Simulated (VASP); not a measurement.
# K (Im-3m) in VASP: further runs, part 2 of 2

VASP 6.6.1. The steps go on from the part before.

## 3. Relaxation of cell and atoms, PBE, target pressure 1.3 GPa, at which the enthalpy is minimised

File INCAR:

```
SYSTEM = K
ALGO     = Normal         ! electronic algorithm
EDIFF    = 1E-6           ! SCF threshold, eV
EDIFFG   = -0.005         ! ionic threshold
ENCUT    = 600            ! plane-wave cutoff, eV
GGA      = PE             ! functional
IBRION   = 2              ! ionic algorithm
ISIF     = 3              ! what is computed and relaxed
ISMEAR   = -1             ! smearing method
LASPH    = .True.         ! aspherical terms in the spheres
LCHARG   = .False.        ! write CHGCAR
LREAL    = .False.        ! projectors in reciprocal space
LWAVE    = .False.        ! write WAVECAR
NELM     = 60             ! most SCF steps
NSW      = 60             ! ionic steps
PREC     = Accurate       ! precision mode
PSTRESS  = 13.0         
SIGMA    = 0.05           ! smearing width, eV
```

File KPOINTS:

```
k-points
0
Gamma
  11 11 11
  0 0 0
```

File POSCAR:

```
K
1.0
   -2.4441435017      2.4441435017      2.4441435017
    2.4441435017     -2.4441435017      2.4441435017
    2.4441435017      2.4441435017     -2.4441435017
K
1
Direct
    0.0000000000      0.0000000000      0.0000000000
```

Potentials or basis: VASP PAW PBE potentials, release 64 (K_sv).

Launch:

```console
$ cat potpaw_PBE.64/K_sv/POTCAR > POTCAR
$ mpirun -np 1 vasp_std > vasp.out
```

OUTCAR:

```text
SYSTEM = K
   EDIFF = 1E-6
   EDIFFG = -0.005
   ENCUT = 600
   GGA = PE
   IBRION = 2
   ISIF = 3
   ISMEAR = -1
   LASPH = .True.
   LREAL = .False.
   NELM = 60
   NSW = 60
   PREC = Accurate
   PSTRESS = 13.0

 ion  position               nearest neighbor table
   1  0.000  0.000  0.000-

  LATTYP: Found a body centered cubic cell.
 ALAT       =     4.8882870034

  Lattice vectors:

 A1 = (  -2.4441435017,   2.4441435017,   2.4441435017)
 A2 = (   2.4441435017,  -2.4441435017,   2.4441435017)
 A3 = (   2.4441435017,   2.4441435017,  -2.4441435017)

Analysis of symmetry for initial positions (statically):
=====================================================================
 Subroutine PRICEL returns:
 Original cell was already a primitive cell.

 Routine SETGRP: Setting up the symmetry group for a
 body centered cubic supercell.

 Subroutine GETGRP returns: Found 48 space group operations
 (whereof 48 operations were pure point group operations)
 out of a pool of 48 trial point group operations.

The static configuration has the point symmetry O_h .

Analysis of symmetry for dynamics (positions and initial velocities):
=====================================================================
 Subroutine PRICEL returns:
 Original cell was already a primitive cell.

 Routine SETGRP: Setting up the symmetry group for a
 body centered cubic supercell.

 Subroutine GETGRP returns: Found 48 space group operations
 (whereof 48 operations were pure point group operations)
 out of a pool of 48 trial point group operations.

The dynamic configuration has the point symmetry O_h .

 Subroutine INISYM returns: Found 48 space group operations
 (whereof 48 operations are pure point group operations),
 and found     1 'primitive' translations

----------------------------------------------------------------------------------------

                                     Primitive cell

  volume of cell :      58.4037

[... 106 lines left out ...]
     AMIX_MAG =   1.60;   BMIX_MAG =  1.00
  volume/ion in A,a.u.               =      58.40       394.13
  Fermi-wavevector in a.u.,A,eV,Ry     =   0.877692  1.658598 10.481164  0.770344
  Thomas-Fermi vector in A             =   1.997676
   LORBIT       =      0    0 simple, 1 ext, 2 COOP (PROOUT), +10 PAW based schemes
   GGA     = PE    functional components
   LHFCALC =     F    Hartree Fock is set to
   AEXX    =    0.0000 exact exchange contribution
   IVDW    =     0    specifies the selected vdW correction
   LEPSILON=     F    determine dielectric tensor
   LRPA    =     F    only Hartree local field effects (RPA)
 conjugate gradient relaxation of ions
 non-spin polarized calculation
  energy-cutoff  :      600.00
  volume of cell :       58.40
 maximum number of plane-waves:      1965
 NGX is ok and might be reduce to    36
   NGX = 17   NGY = 17   NGZ = 17

 number of electron       9.0000000 magnetization

 Free energy of the ion-electron system (eV)
  ---------------------------------------------------
  ext. energy  EPLUGINS =         0.00000000
  ---------------------------------------------------
  free energy    TOTEN  =        -1.00026937 eV

  energy without entropy =       -0.99541473  energy(sigma->0) =       -0.99784205

 E-fermi :   0.4880     XC(G=0):  -6.2405

 val. band max:        0.4459392724   @ k =  -0.3636   0.4545   0.0909
 cond. band min:       0.5655124947   @ k =   0.1818   0.1818   0.1818
 fundamental gap:      0.1195732222
 Fermi energy:         0.4880391573

 k-point     1 :       0.0000    0.0000    0.0000
  band No.  band energies     occupation
      1     -31.5736      2.00000
      2     -14.9963      2.00000
      3     -14.9963      2.00000
      4     -14.9963      2.00000
      5      -2.0431      2.00000
      6       4.9546      0.00000
      7       4.9546      0.00000
      8       4.9546      0.00000
[... 243 lines left out ...]
 k-point    24 :       0.3636    0.1818    0.0909
  band No.  band energies     occupation
      1     -31.5609      2.00000
      2     -15.1180      2.00000
      3     -15.0625      2.00000
      4     -15.0195      2.00000
      5       1.4212      0.00000
      6       1.5064      0.00000
      7       2.8066      0.00000
      8       5.4346      0.00000

 [... further k-points ...]
[... 5 lines left out ...]
  --------------------------------------------------------------------------------------
  -------------------------------------------------------------------------------------
  Total        0.4705474      0.4705474      0.4705474      0.0000000      0.0000000     -0.0000000
  in kB       12.9084428     12.9084428     12.9084428      0.0000000      0.0000000     -0.0000000
  external PRESSURE =      -0.0915572 kB  Pullay stress =      13.0000000 kB

 VOLUME and BASIS-vectors are now :
 -----------------------------------------------------------------------------
  energy-cutoff  :      600.00
  volume of cell :       58.40
      direct lattice vectors                 reciprocal lattice vectors
    -2.444143502  2.444143502  2.444143502     0.000000000  0.204570640  0.204570640
     2.444143502 -2.444143502  2.444143502     0.204570640  0.000000000  0.204570640
     2.444143502  2.444143502 -2.444143502     0.204570640  0.204570640  0.000000000

 POSITION                                       TOTAL-FORCE (eV/Angst)
 -----------------------------------------------------------------------------------
      0.00000      0.00000      0.00000        -0.000000      0.000000     -0.000000
 -----------------------------------------------------------------------------------
    total drift:                               -0.000000      0.000000      0.000000

  FREE ENERGIE OF THE ION-ELECTRON SYSTEM (eV)
  ---------------------------------------------------
  free  energy   TOTEN  =        -1.0002693718 eV

  energy  without entropy=       -0.9954147266  energy(sigma->0) =       -0.99784205

  enthalpy is  TOTEN    =        -0.5263844791 eV   P V=        0.4738848926

 reached required accuracy - stopping structural energy minimisation
```

It took 19 s on 1 thread of Intel Xeon Platinum 8488C (Sapphire Rapids), shared host; peak memory 0.21 GiB.

What came out:

```yaml
Free_energy: -1.0003 eV
Pressure_after_relaxing: 1.3 GPa
```

Final structure:
```cif
data_structure
_symmetry_space_group_name_H-M 'P 1'
_symmetry_Int_Tables_number 1
_cell_length_a 4.2334
_cell_length_b 4.2334
_cell_length_c 4.2334
_cell_angle_alpha 109.471
_cell_angle_beta 109.471
_cell_angle_gamma 109.471
_cell_volume 58.40
loop_
_atom_site_label
_atom_site_type_symbol
_atom_site_fract_x
_atom_site_fract_y
_atom_site_fract_z
_atom_site_occupancy
K1 K 0.00000 0.00000 0.00000 1
```

Caveat: the relaxation stopped at its first step, so nothing moved; the cell is relaxed towards a set pressure, so the enthalpy falls and the energy may rise.
